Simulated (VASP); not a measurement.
The system is InAs.

```xyz
2
Lattice="3.5721 0.0000 0.0000 0.0000 3.5721 0.0000 0.0000 0.0000 3.5721" Properties=species:S:1:pos:R:3 pbc="T T T"
In    0.0000    0.0000    0.0000
As    1.7860    1.7860    1.7860
```

| Property | Result |
| --- | --- |
| Program | VASP 6.6.1 |
| Task | relaxation of cell and atoms |
| Functional | r2SCAN |
| Potentials or basis | VASP PAW PBE potentials, release 64 (In_d, As) |
| Cutoff | 600 eV |
| k mesh | 6 × 6 × 6 |
| Occupations | fermi-dirac, width 0.02 eV |
| Spin | no spin polarisation |

At the start: pressure -1.6 GPa; volume 22.79 Å³/atom.

Problem. How do energy, volume and symmetry change on relaxing?

Solution. Over 3 steps the energy falls by 3.3 meV/atom and the volume is 22.16 Å³/atom (-2.8 %); space group Pm-3m (No. 221, to 0.05 Å).

The path:
| step | energy change (eV) | largest force (eV/Å) | pressure (GPa) | volume (Å³) |
| --- | --- | --- | --- | --- |
| 1 | 0.0000 | 0.0000 | -1.64 | 45.58 |
| 2 | -0.0062 | 0.0000 | 0.36 | 44.06 |
| 3 | -0.0065 | 0.0000 | 0.03 | 44.32 |

Final structure:
```yaml
crystal:
  lattice:
    - [3.53894, 0.00000, 0.00000]
    - [0.00000, 3.53894, 0.00000]
    - [0.00000, 0.00000, 3.53894]
  atoms:
    - { symbol: In, position: [0.00000, 0.00000, 0.00000] }
    - { symbol: As, position: [0.50000, 0.50000, 0.50000] }
```

Caveat: the PAW data sets were made with another functional, which shifts forces and pressure a little.
